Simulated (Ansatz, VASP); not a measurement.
**One calculation of Ge, two programs**

POSCAR

```
Ge
1.0
    0.0000000000      2.7906767997      2.7906767997
    2.7906767997      0.0000000000      2.7906767997
    2.7906767997      2.7906767997      0.0000000000
Ge
2
Direct
    0.7500000000      0.7500000000      0.7500000000
    0.5000000000      0.5000000000      0.5000000000
```

The input INCAR.step1:

```
SYSTEM = Ge
PREC     = Accurate       ! precision mode
ENCUT    = 520            ! plane-wave cutoff, eV
EDIFF    = 1E-5           ! SCF threshold, eV
ISMEAR   = -1             ! smearing method
SIGMA    = 0.05           ! smearing width, eV
LREAL    = .False.        ! projectors in reciprocal space
LASPH    = .True.         ! aspherical terms in the spheres
NELM     = 80             ! most SCF steps
ALGO     = Normal         ! electronic algorithm
ISIF     = 2              ! what is computed and relaxed
LWAVE    = .True.         ! write WAVECAR
NBANDS   = 21             ! bands
GGA      = PE             ! functional
```

File INCAR.step2:

```
SYSTEM = Ge
PREC     = Accurate       ! precision mode
ENCUT    = 520            ! plane-wave cutoff, eV
EDIFF    = 1E-6           ! SCF threshold, eV
ISMEAR   = -1             ! smearing method
SIGMA    = 0.05           ! smearing width, eV
LREAL    = .False.        ! projectors in reciprocal space
LASPH    = .True.         ! aspherical terms in the spheres
NELM     = 80             ! most SCF steps
ALGO     = Normal         ! electronic algorithm
ISIF     = 2              ! what is computed and relaxed
LWAVE    = .False.        ! write WAVECAR
LCHARG   = .True.         ! write CHGCAR
GGA      = PE             ! functional
LHFCALC  = .True.         ! exact exchange
AEXX     = 0.25           ! exact-exchange fraction
PRECFOCK = Normal       
LELF     = .True.         ! ELF
LVHAR    = .True.       
NBANDS   = 21             ! bands
ISTART   = 1
```

The input KPOINTS:

```
Automatic mesh
0
Gamma
  4 4 4
  0 0 0
```

Contents of input.yaml:

```yaml
crystal:
  lattice:
    - [0.0, 2.7906767997, 2.7906767997]
    - [2.7906767997, 0.0, 2.7906767997]
    - [2.7906767997, 2.7906767997, 0.0]
  atoms:
    - { symbol: Ge, position: [0.75, 0.75, 0.75] }
    - { symbol: Ge, position: [0.5, 0.5, 0.5] }
hamiltonian:
  xc: pbe0
  pseudopotentials: { kind: paw }
kpoints:
  mp_grid: { grid: [4, 4, 4] }
scf:
  occupations: { method: fermi_dirac, width: 0.05 }
output:
  forces: true
  stress: true
  eigenvalues: true
  write_density: true
  write_potential: true
  elf: true
  volumetric_format: npy
```

Alike in both runs: task single point; functional PBE0; k mesh 4 × 4 × 4; occupations fermi-dirac, width 0.05 eV; no spin polarisation.

```csv
,VASP,Ansatz
version,VASP 6.6.1,Ansatz 0.2.0
potentials or method,"VASP PAW PBE potentials, release 64 (Ge_d)",Ansatz PAW
plane-wave cutoff (eV),520,420
valence electrons in the cell,28,28
```

|  | VASP | Ansatz | Ansatz less VASP |
| --- | --- | --- | --- |
| gap on the k mesh at the Fermi level (eV) | 1.75 | 1.68 | -0.068 |
| least direct gap on the mesh (eV) | 2.12 | 2.04 | -0.078 |
| pressure (GPa) | 4.5 | 4.5 | +0.09 |

The k mesh is coarse, so the values compare programs but aren't converged.
